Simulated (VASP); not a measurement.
# TiO2 (P1) in VASP: notebook, part 2 of 2

VASP 6.6.1. The steps go on from the part before.

## (3) Single point, r2SCAN

POSCAR reads:

```
TiO2
1.0
    2.6805548658     -2.7284128728     -0.0617389515
    2.6752617647      2.7231209861     -0.0543959535
   -2.7090875630      0.0090815493      4.8052823094
Ti O
2 4
Direct
    0.1219484995      0.8575515384      0.2362471605
    0.8755807488      0.1482181876      0.7558577591
    0.3540058329      0.0989456189      0.6738295210
    0.6731971283      0.9418963086      0.3216654504
    0.9681807552      0.6826863602      0.8467382601
    0.0640405078      0.3491038293      0.1745947979
```

INCAR.step1 reads:

```
  PREC = Accurate
  ENCUT = 520
  ISMEAR = 0
  SIGMA = 0.02
  LREAL = F
  LASPH = T
  NELM = 80
  NBANDS = 33
  GGA = PE
  ALGO = Normal
  EDIFF = 1E-4
  LWAVE = T
  LCHARG = F
```

INCAR.step2 reads:

```
  PREC = Accurate
  ENCUT = 520
  EDIFF = 1E-7
  ISMEAR = 0
  SIGMA = 0.02
  LREAL = F
  LASPH = T
  NELM = 80
  ALGO = Normal
  ISIF = 2
  LWAVE = F
  LCHARG = F
  METAGGA = R2SCAN
  LMIXTAU = T
  NBANDS = 33
  ISTART = 1
```

KPOINTS reads:

```
regular mesh
0
Gamma
  2 2 2
```

Potentials or basis: VASP PAW PBE potentials, release 64 (Ti_sv, O).

On the command line:

```sh
$ cat potpaw_PBE.64/Ti_sv/POTCAR potpaw_PBE.64/O/POTCAR > POTCAR
$ cp INCAR.step1 INCAR
$ mpirun -np 1 vasp_std > vasp.out
$ cp INCAR.step2 INCAR
$ mpirun -np 1 vasp_std > vasp.out
```

OUTCAR:

```text
PREC = Accurate
   ENCUT = 520
   EDIFF = 1E-7
   ISMEAR = 0
   LREAL = F
   LASPH = T
   NELM = 80
   ISIF = 2
   METAGGA = R2SCAN
   ISTART = 1

 ion  position               nearest neighbor table
   1  0.122  0.858  0.236-   6 1.84   5 1.86   4 1.94   4 1.98   6 2.02   3 2.08   2 2.87
   2  0.876  0.148  0.756-   3 1.87   5 1.91   6 1.99   5 2.02   3 2.03   4 2.06   1 2.87
   3  0.354  0.099  0.674-   2 1.87   2 2.03   1 2.08
   4  0.673  0.942  0.322-   1 1.94   1 1.98   2 2.06
   5  0.968  0.683  0.847-   1 1.86   2 1.91   2 2.02
   6  0.064  0.349  0.175-   1 1.84   2 1.99   1 2.02

  LATTYP: Found a triclinic cell.
 ALAT       =     3.8253657199
 B/A-ratio  =     1.4251033164
 C/A-ratio  =     2.4094441646
 COS(alpha) =     0.0003376943
 COS(beta)  =     0.6005099283
 COS(gamma) =     0.7139434816

  Lattice vectors:

 A1 = (  -2.6805548658,   2.7284128728,   0.0617389515)
 A2 = (  -0.0052931011,   5.4515338589,   0.0073429980)
 A3 = (  -8.0025456980,   0.0015022241,  -4.5730124994)

Analysis of symmetry for initial positions (statically):
=====================================================================
 Subroutine PRICEL returns:
 Original cell was already a primitive cell.

 Routine SETGRP: Setting up the symmetry group for a
 triclinic supercell.

 Subroutine GETGRP returns: Found  1 space group operations
 (whereof  1 operations were pure point group operations)
 out of a pool of  2 trial point group operations.

The static configuration has the point symmetry C_1 .

Analysis of symmetry for dynamics (positions and initial velocities):
=====================================================================
 Subroutine PRICEL returns:
 Original cell was already a primitive cell.

 Routine SETGRP: Setting up the symmetry group for a
 triclinic supercell.

 Subroutine GETGRP returns: Found  1 space group operations
 (whereof  1 operations were pure point group operations)
 out of a pool of  2 trial point group operations.

The dynamic configuration has the point symmetry C_1 .

 Subroutine INISYM returns: Found  1 space group operations
 (whereof  1 operations are pure point group operations),
 and found     1 'primitive' translations

----------------------------------------------------------------------------------------

                                     Primitive cell

  volume of cell :      69.2931

  direct lattice vectors                    reciprocal lattice vectors
     2.680554866 -2.728412873 -0.061738951     0.188847823 -0.183395127  0.106813870
     2.675261765  2.723120986 -0.054395953     0.189199580  0.183475106  0.106318830
    -2.709087563  0.009081549  4.805282309     0.004568089 -0.000279342  0.210680211

  length of vectors
     3.825365720  3.817770597  5.516337188     0.284088852  0.284188827  0.210729914

  position of ions in fractional coordinates (direct lattice)
     0.121948500  0.857551538  0.236247160
     0.875580749  0.148218188  0.755857759
     0.354005833  0.098945619  0.673829521
     0.673197128  0.941896309  0.321665450
     0.968180755  0.682686360  0.846738260
     0.064040508  0.349103829  0.174594798

[... 32 lines left out ...]

 Found      8 irreducible k-points:

 Following reciprocal coordinates:
            Coordinates               Weight
  0.000000  0.000000  0.000000      1.000000
  0.500000 -0.000000  0.000000      1.000000
 -0.000000  0.500000  0.000000      1.000000
  0.500000  0.500000  0.000000      1.000000
  0.000000  0.000000  0.500000      1.000000
  0.500000 -0.000000  0.500000      1.000000
  0.000000  0.500000  0.500000      1.000000
  0.500000  0.500000  0.500000      1.000000
   k-points           NKPTS =      8   k-points in BZ     NKDIM =      8   number of bands    NBANDS=     33
   number of dos      NEDOS =    301   number of ions     NIONS =      6
   total plane-waves  NPLWV =  32928
   dimension x,y,z NGX =    28 NGY =   28 NGZ =   42
   dimension x,y,z NGXF=    56 NGYF=   56 NGZF=   84
   ions per type =               2   4
   NGX,Y,Z   is equivalent  to a cutoff of  12.17, 12.19, 12.66 a.u.
   NGXF,Y,Z  is equivalent  to a cutoff of  24.34, 24.39, 25.32 a.u.
 SYSTEM =  unknown system
   PREC   = accura    normal or accurate (medium, high low for compatibility)
   ISTART =      1    job   : 0-new  1-cont  2-samecut
   ICHARG =      0    charge: 1-file 2-atom 10-const
   ISPIN  =      1    spin polarized calculation?
   LNONCOLLINEAR =      F non collinear calculations
   LSORBIT =      F    spin-orbit coupling
   LASPH  =      T    aspherical Exc in radial PAW
   ENCUT  =  520.0 eV  38.22 Ry    6.18 a.u.   7.11  7.10 10.26*2*pi/ulx,y,z
   NELM   =     80;   NELMIN=  2; NELMDL=  0     # of ELM steps
   EDIFF  = 0.1E-06   stopping-criterion for ELM
   LREAL  =      F    real-space projection
   EDIFFG = 0.1E-05   stopping-criterion for IOM
   NSW    =      0    number of steps for IOM
   IBRION =     -1    ionic relax: 0-MD 1-quasi-New 2-CG
   NFREE  =      0    steps in history (QN), initial steepest desc. (CG)
   ISIF   =      2    stress and relaxation
   ISYM   =      2    0-nonsym 1-usesym 2-fastsym
   POTIM  = 0.5000    time-step for ionic-motion
   TEBEG  =    0.0;   TEEND  =   0.0 temperature during run
   PSTRESS=    0.0 pullay stress
   NELECT =      48.0000    total number of electrons
   NUPDOWN=      -1.0000    fix difference up-down
   EMIN   =  10.00;   EMAX   =-10.00  energy-range for DOS
   EFERMI =   0.00;   METHOD = LEGACY
   ISMEAR =     0;   SIGMA  =   0.02  broadening in eV -4-tet -1-fermi 0-gaus
   EFERMI_NEDOS =   21; number of points for ismear=-14 and -15
   IALGO  =     38    algorithm
   IMIX   =      4    mixing-type and parameters
     AMIX     =   0.40;   BMIX     =  1.00
     AMIX_MAG =   1.60;   BMIX_MAG =  1.00
  volume/ion in A,a.u.               =      11.55        77.94
  Fermi-wavevector in a.u.,A,eV,Ry     =   1.448522  2.737310 28.547970  2.098217
  Thomas-Fermi vector in A             =   2.566353
   LORBIT       =      0    0 simple, 1 ext, 2 COOP (PROOUT), +10 PAW based schemes
   METAGGA = R2SCAN    functional components
   LHFCALC =     F    Hartree Fock is set to
   AEXX    =    0.0000 exact exchange contribution
   IVDW    =     0    specifies the selected vdW correction
   LEPSILON=     F    determine dielectric tensor
   LRPA    =     F    only Hartree local field effects (RPA)
 non-spin polarized calculation
 Gauss-broadening in eV      SIGMA  =   0.02
  energy-cutoff  :      520.00
  volume of cell :       69.29
 maximum number of plane-waves:      1884
   NGX = 15   NGY = 15   NGZ = 21

 number of electron      47.9999998 magnetization

 Free energy of the ion-electron system (eV)
  ---------------------------------------------------
  ext. energy  EPLUGINS =         0.00000000
  ---------------------------------------------------
  free energy    TOTEN  =       -69.66776564 eV

  energy without entropy =      -69.66776564  energy(sigma->0) =      -69.66776564

 E-fermi :   3.2357     XC(G=0): -11.3818

 val. band max:        3.0442286026   @ k =   0.5000   0.5000   0.0000
 cond. band min:       5.6164002550   @ k =   0.0000   0.0000   0.0000
 fundamental gap:      2.5721716524
 Fermi energy:         3.2356926581

 k-point     1 :       0.0000    0.0000    0.0000
  band No.  band energies     occupation
      1     -55.8434      2.00000
      2     -55.5300      2.00000
      3     -31.1830      2.00000
      4     -31.0323      2.00000
      5     -30.9789      2.00000
      6     -30.7579      2.00000
[... 277 lines left out ...]
     32       9.9805      0.00000
     33      10.2961      0.00000

------------------------ aborting loop because EDIFF is reached ----------------------------------------

  FORCE on cell =-STRESS in cart. coord.  units (eV):
  Direction    XX          YY          ZZ          XY          YZ          ZX
  --------------------------------------------------------------------------------------
  -------------------------------------------------------------------------------------
  Total       -1.9749172     -2.8375342      1.8444453      2.5669955      0.4145865      1.1957087
  in kB      -45.6635034    -65.6087005     42.6467658     59.3533764      9.5859567     27.6468548
  external PRESSURE =     -22.8751460 kB  Pullay stress =       0.0000000 kB

 VOLUME and BASIS-vectors are now :
 -----------------------------------------------------------------------------
  energy-cutoff  :      520.00
  volume of cell :       69.29
      direct lattice vectors                 reciprocal lattice vectors
     2.680554866 -2.728412873 -0.061738951     0.188847823 -0.183395127  0.106813870
     2.675261765  2.723120986 -0.054395953     0.189199580  0.183475106  0.106318830
    -2.709087563  0.009081549  4.805282309     0.004568089 -0.000279342  0.210680211

 POSITION                                       TOTAL-FORCE (eV/Angst)
 -----------------------------------------------------------------------------------
      1.98105      2.00464      1.08106         0.567714      0.076422      2.146096
      0.69588     -1.97847      3.56999        -0.142638     -0.191266     -0.538860
     -0.61183     -0.69031      3.21070         0.022737     -0.305698     -0.488102
      3.45294      0.73106      1.45290        -0.519608      0.232102      1.015824
      2.12774     -0.77487      3.97191         0.049592      0.140196     -1.221386
      0.63262      0.77751      0.81603         0.022202      0.048244     -0.913572
 -----------------------------------------------------------------------------------
    total drift:                               -0.000226     -0.000975      0.016445

  FREE ENERGIE OF THE ION-ELECTRON SYSTEM (eV)
  ---------------------------------------------------
  free  energy   TOTEN  =       -69.6677656417 eV

  energy  without entropy=      -69.6677656417  energy(sigma->0) =      -69.66776564
```

Wall time 45 s (1 thread of Intel Xeon 6975P-C (Granite Rapids), shared host); peak memory 0.19 GiB.

Results:

```
Free energy            : -69.6678 eV
Pressure               : -2.3 GPa
Largest force          : 2.221 eV/Å
Band gap on the k mesh : 2.57 eV, indirect (least direct gap 3.02 eV)
```

Forces on the atoms (eV/Å):
```
Ti   0.568  0.076  2.146
Ti  -0.143 -0.191 -0.539
O    0.023 -0.306 -0.488
O   -0.520  0.232  1.016
O    0.050  0.140 -1.221
O    0.022  0.048 -0.914
```

Caveat: the k points lie up to 0.89 Å⁻¹ apart; the PAW data sets were made with another functional, which shifts forces and pressure a little. r2SCAN opens gaps a little over a GGA but as a rule still falls short of measured ones.

## (4) Single point, r2SCAN

POSCAR is that of step 3.

INCAR.step1 reads:

```
PREC = Accurate
ENCUT = 520
ISMEAR = 0
SIGMA = 0.02
LREAL = F
LASPH = T
NELM = 80
NBANDS = 33
GGA = PE
ALGO = Normal
EDIFF = 1E-4
LWAVE = T
LCHARG = F
```

INCAR.step2 reads:

```
PREC = Accurate
ENCUT = 520
EDIFF = 1E-7
ISMEAR = 0
SIGMA = 0.02
LREAL = F
LASPH = T
NELM = 80
ALGO = Normal
ISIF = 2
LWAVE = F
LCHARG = F
METAGGA = R2SCAN
LMIXTAU = T
NBANDS = 33
ISTART = 1
```

KPOINTS reads:

```
regular mesh
0
Gamma
  4 4 2
```

On the command line:

```sh
$ cat potpaw_PBE.64/Ti_sv/POTCAR potpaw_PBE.64/O/POTCAR > POTCAR
$ cp INCAR.step1 INCAR
$ mpirun -np 1 vasp_std > vasp.out
$ cp INCAR.step2 INCAR
$ mpirun -np 1 vasp_std > vasp.out
```

It took 89 s on 1 thread of Intel Xeon 6975P-C (Granite Rapids), shared host; peak memory 0.19 GiB.

It converged, with:

```yaml
Free_energy: -69.5985 eV
Pressure: -1.4 GPa
Largest_force: 1.994 eV/Å
Band_gap_on_the_k_mesh: 2.58 eV, indirect (least direct gap 3.01 eV)
```

Forces in eV/Å, atoms in the order of the input:
```
Ti   0.566  0.404  1.868
Ti  -0.131 -0.303 -0.965
O    0.076 -0.287 -0.122
O   -0.632  0.137  0.915
O   -0.091  0.254 -1.153
O    0.212 -0.206 -0.543
```

Stress tensor (GPa, compression positive):
```
-1.15  5.58  2.75
 5.58 -3.11  1.05
 2.75  1.05  0.06
```

Levels at points of the mesh, in eV from the valence-band top:
```tsv
k point	band 20	band 21	band 22	band 23	band 24	band 25	band 26	band 27	band 28	band 29
(0.00, 0.00, 0.00)	-1.06	-1.01	-0.88	-0.83	-0.47	2.58	3.17	4.02	4.05	4.14
(0.50, 0.00, 0.00)	-1.94	-1.72	-1.34	-1.03	-0.78	3.35	3.60	3.74	3.99	4.43
(0.00, 0.50, 0.00)	-2.14	-2.02	-1.00	-0.89	-0.66	3.30	3.51	3.65	4.23	4.46
(0.50, 0.50, 0.00)	-2.79	-2.20	-1.97	-0.32	0.00	3.32	3.76	4.01	4.26	4.85
(0.00, 0.00, 0.50)	-1.69	-1.37	-1.20	-0.54	-0.34	2.68	3.03	3.94	4.00	4.27
(0.50, 0.00, 0.50)	-2.18	-1.83	-1.33	-1.06	-0.85	3.38	3.77	3.94	4.13	4.44
(0.00, 0.50, 0.50)	-2.33	-1.72	-0.96	-0.93	-0.80	3.23	3.56	3.89	4.06	4.56
(0.50, 0.50, 0.50)	-2.79	-2.24	-1.93	-0.29	0.00	3.39	3.76	3.85	4.33	4.89
```

Caveat: the k points lie up to 0.66 Å⁻¹ apart; the PAW data sets were made with another functional, which shifts forces and pressure a little.

## (5) Single point, r2SCAN

POSCAR is that of step 4.

INCAR.step1 reads:

```
SYSTEM = TiO2
  ALGO = Normal
  EDIFF = 1E-4
  ENCUT = 520
  GGA = PE
  ISMEAR = 0
  LASPH = .TRUE.
  LCHARG = .FALSE.
  LREAL = .FALSE.
  LWAVE = .TRUE.
  NBANDS = 33
  NELM = 100
  PREC = Accurate
  SIGMA = 0.02
```

INCAR.step2 reads:

```
SYSTEM = TiO2
  ALGO = Normal
  EDIFF = 1E-7
  ENCUT = 520
  ISIF = 2
  ISMEAR = 0
  ISTART = 1
  LASPH = .TRUE.
  LCHARG = .FALSE.
  LMIXTAU = .TRUE.
  LREAL = .FALSE.
  LWAVE = .FALSE.
  METAGGA = R2SCAN
  NBANDS = 33
  NELM = 100
  PREC = Accurate
  SIGMA = 0.02
```

KPOINTS reads:

```
k-points
0
G
  4 4 4
  0 0 0
```

On the command line:

```sh
$ cat potpaw_PBE.64/Ti_sv/POTCAR potpaw_PBE.64/O/POTCAR > POTCAR
$ cp INCAR.step1 INCAR
$ mpirun -np 1 vasp_std > vasp.out
$ cp INCAR.step2 INCAR
$ mpirun -np 1 vasp_std > vasp.out
```

Run time: 2.4 min. Hardware: 1 thread of Intel Xeon 6975P-C (Granite Rapids), shared host; peak memory 0.22 GiB.

It converged, with:

* Free energy: -69.6024 eV
* Pressure: -1.4 GPa
* Largest force: 1.998 eV/Å
* Band gap on the k mesh: 2.58 eV, indirect (least direct gap 3.00 eV)

Forces on the atoms (eV/Å):
```
Ti   0.572  0.409  1.870
Ti  -0.132 -0.310 -0.965
O    0.069 -0.278 -0.123
O   -0.628  0.132  0.914
O   -0.088  0.263 -1.154
O    0.206 -0.216 -0.542
```

Stress tensor (GPa, compression positive):
```
-1.15  5.59  2.77
 5.59 -3.13  1.04
 2.77  1.04  0.03
```

Levels at points of the mesh, in eV from the valence-band top:
```tsv
k point	band 22	band 23	band 24	band 25	band 26	band 27
(0.00, 0.00, 0.00)	-0.88	-0.83	-0.47	2.58	3.17	4.02
(0.50, 0.00, 0.00)	-1.34	-1.03	-0.78	3.35	3.61	3.74
(0.00, 0.50, 0.00)	-1.00	-0.89	-0.66	3.30	3.51	3.65
(0.50, 0.50, 0.00)	-1.97	-0.32	0.00	3.32	3.76	4.01
(0.00, 0.00, 0.50)	-1.20	-0.54	-0.34	2.68	3.04	3.94
(0.50, 0.00, 0.50)	-1.33	-1.06	-0.85	3.38	3.78	3.94
(0.00, 0.50, 0.50)	-0.96	-0.93	-0.80	3.24	3.56	3.89
(0.50, 0.50, 0.50)	-1.93	-0.29	0.00	3.40	3.76	3.85
```

Caveat: the k points lie up to 0.45 Å⁻¹ apart; the PAW data sets were made with another functional, which shifts forces and pressure a little.

## (6) Single point, r2SCAN

POSCAR is that of step 5.

INCAR.step1 reads:

```
  PREC = Accurate
  ENCUT = 910
  ISMEAR = 0
  SIGMA = 0.02
  LREAL = False
  LASPH = True
  NELM = 120
  NBANDS = 33
  GGA = PE
  ALGO = Normal
  EDIFF = 1E-5
  LWAVE = True
  LCHARG = False
  GGA_COMPAT = False
```

INCAR.step2 reads:

```
  PREC = Accurate
  ENCUT = 910
  EDIFF = 1E-6
  ISMEAR = 0
  SIGMA = 0.02
  LREAL = False
  LASPH = True
  NELM = 120
  ALGO = Normal
  ISIF = 2
  LWAVE = False
  LCHARG = False
  METAGGA = R2SCAN
  LMIXTAU = True
  NBANDS = 33
  ISTART = 1
  GGA_COMPAT = False
```

KPOINTS reads:

```
Automatic mesh
0
Gamma
  1 1 1
```

Potentials or basis: VASP PAW PBE potentials, release 64 (Ti_sv, O_h).

On the command line:

```sh
$ cat potpaw_PBE.64/Ti_sv/POTCAR potpaw_PBE.64/O_h/POTCAR > POTCAR
$ cp INCAR.step1 INCAR
$ mpirun -np 1 vasp_gam > vasp.out
$ cp INCAR.step2 INCAR
$ mpirun -np 1 vasp_gam > vasp.out
```

It took 62 s on 1 thread of Intel Xeon Platinum 8259CL at 2.50GHz (Skylake/Cascade Lake), shared host; peak memory 0.28 GiB.

The run converged. Its results:

| Item | Value |
| --- | --- |
| Free energy | -61.1864 eV |
| Pressure | 17.2 GPa |
| Largest force | 7.411 eV/Å |
| Band gap on the k mesh | 2.35 eV |

Forces on the atoms (eV/Å):
```
Ti  -1.992 -5.163  1.784
Ti  -2.475  4.428  1.105
O    0.903 -2.424 -6.646
O    1.806  1.798  6.263
O    1.739 -2.040  4.078
O    0.019  3.401 -6.584
```

Stress tensor (GPa, compression positive):
```
20.15  7.99  3.10
 7.99 20.13 -1.25
 3.10 -1.25 11.25
```

Levels at points of the mesh, in eV from the valence-band top:
```csv
k point,band 20,band 21,band 22,band 23,band 24,band 25,band 26,band 27,band 28,band 29
"(0.00, 0.00, 0.00)",-0.70,-0.61,-0.45,-0.38,0.00,2.35,2.88,3.90,3.95,4.06
```

Caveat: the k points lie up to 1.79 Å⁻¹ apart; the cutoff is under 1.25 times the usual one of these potentials, so pressure, stress and relaxed cells hold a basis-set (Pulay) error; the PAW data sets were made with another functional, which shifts forces and pressure a little. r2SCAN opens gaps a little over a GGA but as a rule still falls short of measured ones.

## (7) The runs side by side

```csv
potentials or basis,k mesh,cutoff (eV),second run,gap on the mesh (eV),pressure (GPa),largest force (eV/Å)
"VASP PAW PBE potentials, release 64 (Ti_sv, O)",1 × 1 × 1,520,-,2.34,17.5,7.41
"VASP PAW PBE potentials, release 64 (Ti_sv, O)",2 × 2 × 2,520,-,2.57,-2.3,2.22
"VASP PAW PBE potentials, release 64 (Ti_sv, O)",4 × 4 × 2,520,-,2.58,-1.4,1.99
"VASP PAW PBE potentials, release 64 (Ti_sv, O)",4 × 4 × 4,520,-,2.58,-1.4,2.00
"VASP PAW PBE potentials, release 64 (Ti_sv, O_h)",1 × 1 × 1,910,hard_potentials,2.35,17.2,7.41
```

Alike in all rows: task single point; level r2SCAN; no spin polarisation; cell as given; smearing gaussian 0.02 eV.

Caveats: all runs use coarse meshes; the PAW data sets were made with another functional, which shifts forces and pressure a little; the cutoff is under 1.25 times the usual one of these potentials, so pressure, stress and relaxed cells hold a basis-set (Pulay) error (some runs).

Absolute energies hang on the potentials; compare differences alone.
